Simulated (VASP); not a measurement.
A run of VASP 6.6.1 is set up as follows.

Contents of INCAR:

```
SYSTEM = SiNi
PREC = Accurate
ENCUT = 520
EDIFF = 1E-6
ISMEAR = -1
SIGMA = 0.05
LREAL = .FALSE.
LASPH = .TRUE.
NELM = 150
ALGO = Normal
ISIF = 2
LWAVE = .FALSE.
LCHARG = .FALSE.
ISPIN = 2
MAGMOM = 0 0 0 0 0 0 0 0
LORBIT = 11
NUPDOWN = 0.0
LMAXMIX = 4
GGA = PS
NBANDS = 42
```

KPOINTS

```
Automatic mesh
0
G
  5 7 4
  0 0 0
```

The input POSCAR:

```
SiNi
1.0
    5.1731000000      0.0000000000      0.0000000000
    0.0000000000      3.3381000000      0.0000000000
    0.0000000000      0.0000000000      5.6049000000
Ni Si
4 4
Direct
    0.9922100000      0.7500000000      0.8124800000
    0.5077900000      0.2500000000      0.3124800000
    0.4922100000      0.7500000000      0.6875200000
    0.0077900000      0.2500000000      0.1875200000
    0.6787200000      0.2500000000      0.9175000000
    0.8212800000      0.7500000000      0.4175000000
    0.1787200000      0.2500000000      0.5825000000
    0.3212800000      0.7500000000      0.0825000000
```

Potentials or basis: VASP PAW PBE potentials, release 64 (Ni, Si).

The run is started by

```console
$ cat potpaw_PBE.64/Ni/POTCAR potpaw_PBE.64/Si/POTCAR > POTCAR
$ mpirun -np 1 vasp_std > vasp.out
```

(1) Predict the pressure.

(2) Estimate the largest force.

Results:

(1) -4.1 GPa.

(2) 0.069 eV/Å.

Caveat: the cell stands under tension; the PAW data sets were made with another functional, which shifts forces and pressure a little; the total moment is fixed, so each spin has its own Fermi level.
